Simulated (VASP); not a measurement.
MnO: single point with PBE

MnO:

```
CELL_PARAMETERS angstrom
3.30227 0.00000 0.00000
0.00000 3.30227 0.00000
0.00000 0.00000 4.83515
ATOMIC_POSITIONS crystal
Mn 0.00000 0.00000 0.00000
Mn 0.50000 0.50000 0.00000
O 0.50000 0.00000 0.26700
O 0.00000 0.50000 0.73300
```

```json
{
  "Program": "VASP 6.6.1",
  "Task": "single point",
  "Functional": "PBE",
  "Potentials or basis": "VASP PAW PBE potentials, release 64 (Mn_pv, O)",
  "Cutoff": "520 eV",
  "k mesh": "8 × 8 × 6",
  "Occupations": "fermi-dirac, width 0.05 eV",
  "Spin": "collinear spin, ferromagnetic start",
  "Starting moments": "[4.0, 4.0, 0.0, 0.0] μB",
  "Dipole correction": "no",
  "Further INCAR settings": "ALGO = Normal; EDIFF = 1e-07; NBANDS = 31"
}
```

| Quantity | Value |
| --- | --- |
| Pressure | -16.2 GPa |
| Largest force | 3.024 eV/Å |
| Net moment | 2.76 μB per cell |
| Site moments | Mn +1.50; O -0.13 μB |
| Valence electrons inside the program's atomic spheres | Mn 11.77; O 4.84 |

Forces on the atoms (eV/Å):
```
Mn   0.000  0.000  0.000
Mn   0.000  0.000  0.000
O    0.000  0.000 -3.024
O    0.000  0.000  3.024
```

Stress tensor (GPa, compression positive):
```
-12.49   0.00   0.00
  0.00 -12.49   0.00
  0.00   0.00 -23.50
```

Levels at points of the mesh, in eV from the Fermi level:
Spin up:
```csv
k point,band 17,band 18,band 19,band 20,band 21,band 22,band 23,band 24
"(0.00, 0.00, 0.00)",-0.90,-0.70,0.01,0.01,0.08,0.39,0.58,0.58
"(0.50, 0.00, 0.00)",-1.82,-1.82,-1.42,-1.42,0.43,0.43,0.44,0.44
"(0.50, 0.50, 0.00)",-2.22,-2.22,-0.94,-0.94,-0.27,-0.27,0.89,0.89
"(0.00, 0.00, 0.50)",-1.06,-0.66,0.08,0.08,0.08,0.48,0.48,1.72
"(0.50, 0.00, 0.50)",-1.83,-1.83,-1.43,-1.43,0.49,0.49,0.59,0.59
"(0.50, 0.50, 0.50)",-2.46,-2.46,-1.07,-1.07,-0.27,-0.27,0.94,0.94
```
Spin down:
| k point | band 14 | band 15 | band 16 | band 17 | band 18 | band 19 | band 20 | band 21 | band 22 | band 23 |
| --- | --- | --- | --- | --- | --- | --- | --- | --- | --- | --- |
| (0.00, 0.00, 0.00) | -4.23 | -3.24 | -0.69 | -0.42 | 0.78 | 0.87 | 1.45 | 1.45 | 1.46 | 1.46 |
| (0.50, 0.00, 0.00) | -4.59 | -0.92 | -0.92 | -0.84 | -0.84 | 0.18 | 0.18 | 1.44 | 1.44 | 1.78 |
| (0.50, 0.50, 0.00) | -4.22 | -1.95 | -1.95 | -1.35 | -1.35 | 0.83 | 0.83 | 1.32 | 1.32 | 2.04 |
| (0.00, 0.00, 0.50) | -4.03 | -3.23 | -0.49 | -0.35 | 0.93 | 1.39 | 1.39 | 1.51 | 1.51 | 1.91 |
| (0.50, 0.00, 0.50) | -4.50 | -0.93 | -0.93 | -0.77 | -0.77 | 0.16 | 0.16 | 1.50 | 1.50 | 1.88 |
| (0.50, 0.50, 0.50) | -4.20 | -1.82 | -1.82 | -1.47 | -1.47 | 0.74 | 0.74 | 1.32 | 1.32 | 2.05 |

Run time: 86 s on 1 thread of Intel(R) Xeon(R) 6975P-C (Granite Rapids), on a shared host, peak memory 0.28 GiB.

Caveat: the cell stands under tension; semilocal functionals often make such compounds metallic where correlation or magnetic order opens a gap, which also shifts bond lengths; only a ferromagnetic start was run, and an antiferromagnetic order may lie lower in energy; forces of over 1 eV/Å act on the atoms, so gaps and moduli don't describe the material at rest. With open d or f shells a metallic result of PBE can be an artefact of self-interaction; +U or a hybrid may open a gap.
